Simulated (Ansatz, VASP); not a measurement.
Two plane-wave programs on KI

POSCAR

```
KI
1.0
    4.2909401558      0.0815278630      0.0000000000
    0.0815278630      4.2909401558      0.0000000000
    0.0000000000      0.0000000000      4.2909401558
K I
1 1
Direct
    0.0000000000      0.0000000000      0.0000000000
    0.5000000000      0.5000000000      0.5000000000
```

Contents of INCAR.step1:

```
PREC     = Accurate       # precision mode
ENCUT    = 520            # plane-wave cutoff, eV
ISMEAR   = 0              # smearing method
SIGMA    = 0.01           # smearing width, eV
LREAL    = F              # projectors in reciprocal space
LASPH    = T              # aspherical terms in the spheres
NELM     = 100            # most SCF steps
NBANDS   = 15             # bands
GGA      = PE             # functional
ALGO     = Normal         # electronic algorithm
EDIFF    = 1E-4           # SCF threshold, eV
LWAVE    = T              # write WAVECAR
LCHARG   = F              # write CHGCAR
```

INCAR.step2

```
PREC     = Accurate       # precision mode
ENCUT    = 520            # plane-wave cutoff, eV
EDIFF    = 1E-6           # SCF threshold, eV
ISMEAR   = 0              # smearing method
SIGMA    = 0.01           # smearing width, eV
LREAL    = F              # projectors in reciprocal space
LASPH    = T              # aspherical terms in the spheres
NELM     = 100            # most SCF steps
ALGO     = Normal         # electronic algorithm
ISIF     = 2              # what is computed and relaxed
LWAVE    = F              # write WAVECAR
LCHARG   = F              # write CHGCAR
METAGGA  = R2SCAN         # meta-GGA
LMIXTAU  = T            
NBANDS   = 15             # bands
ISTART   = 1
```

File KPOINTS:

```
Automatic mesh
0
Gamma
  6 6 6
```

Input for Ansatz:

```yaml
crystal:
  lattice:
    - [4.2909401558, 0.081527863, 0.0]
    - [0.081527863, 4.2909401558, 0.0]
    - [0.0, 0.0, 4.2909401558]
  atoms:
    - { symbol: K, position: [0.0, 0.0, 0.0] }
    - { symbol: I, position: [0.5, 0.5, 0.5] }
kpoints:
  mp_grid: { grid: [6, 6, 6] }
  band_path:
    path: [[0.0, 0.0, 0.0], [0.0, 0.5, 0.0], [0.5, 0.5, 0.0], [0.5, 0.5, 0.5]]
    npoints: 1
hamiltonian:
  xc: r2scan
scf:
  occupations: { method: fixed }
  n_extra_bands: 4
output:
  forces: true
  stress: true
  eigenvalues: true
```

Change from the starting cell: shear_xy strain +3.8%.

Alike in both runs: task single point; functional r2SCAN; k mesh 6 × 6 × 6; no spin polarisation.

|  | VASP | Ansatz |
| --- | --- | --- |
| version | VASP 6.6.1 | Ansatz 0.2.0 |
| potentials or method | VASP PAW PBE potentials, release 64 (K_sv, I) | plane waves, PAW |
| plane-wave cutoff (eV) | 520 | 500 |
| occupations | gaussian, width 0.01 eV | fixed |
| valence electrons in the cell | 16 | 26 |

|  | VASP | Ansatz | Ansatz less VASP |
| --- | --- | --- | --- |
| gap on the k mesh at the Fermi level (eV) | 4.04 | 4.05 | +0.002 |
| pressure (GPa) | 0.0 | 0.0 | +0.01 |
| traceless stress, the component that is largest in VASP (GPa) | -0.15 | -0.15 | +0.003 |

VASP's potentials were made for PBE, not for r2SCAN. VASP's potentials hold 16 valence electrons a cell and Ansatz's 26, so a difference there can come from the potentials and not from the codes.

Neither program's run includes spin-orbit coupling.
